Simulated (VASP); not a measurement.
Write the native input for VASP 6.6.1 that does the following.

```
Task                   : single point
Functional             : LDA
Potentials or basis    : VASP PAW LDA potentials, release 64 (Ca_sv, Br)
Cutoff                 : 520 eV
k mesh                 : 3 × 3 × 3
Occupations            : fermi-dirac, width 0.1 eV
Spin                   : no spin polarisation
Dipole correction      : no
Further INCAR settings : ALGO = Normal; EDIFF = 1e-06; NBANDS = 16
```

The structure of CaBr lies in POSCAR:

```
CaBr
1.0
    3.9170220000      0.0000000000      0.0000000000
   -1.9585110000      3.3922410000      0.0000000000
    0.0000000000      0.0000000000      4.3410340000
Ca Br
1 1
Direct
    0.0000000000      0.0000000000      0.0000000000
    0.3333333333      0.6666666667      0.5000000000
```

The input as run:

INCAR

```
SYSTEM = CaBr
PREC = Accurate
ENCUT = 520
EDIFF = 1E-6
ISMEAR = -1
SIGMA = 0.1
LREAL = .FALSE.
LASPH = .TRUE.
NELM = 60
ALGO = Normal
ISIF = 2
LWAVE = .FALSE.
LCHARG = .FALSE.
NBANDS = 16
```

KPOINTS

```
regular mesh
0
G
  3 3 3
  0 0 0
```

Potentials or basis: VASP PAW LDA potentials, release 64 (Ca_sv, Br).

The run is started by

```bash
$ cat potpaw_LDA.64/Ca_sv/POTCAR potpaw_LDA.64/Br/POTCAR > POTCAR
$ mpirun -np 1 vasp_std > vasp.out
```

Results of the run:

```
Pressure : -3.6 GPa
```

Caveat: the k points lie up to 0.62 Å⁻¹ apart; an odd number of electrons without spin polarisation forces a metal; a magnetic or distorted state may lie lower.

Wall time 3.6 s on 1 thread of Intel(R) Xeon(R) Platinum 8559C (Emerald Rapids), on a shared host, peak memory 0.14 GiB.
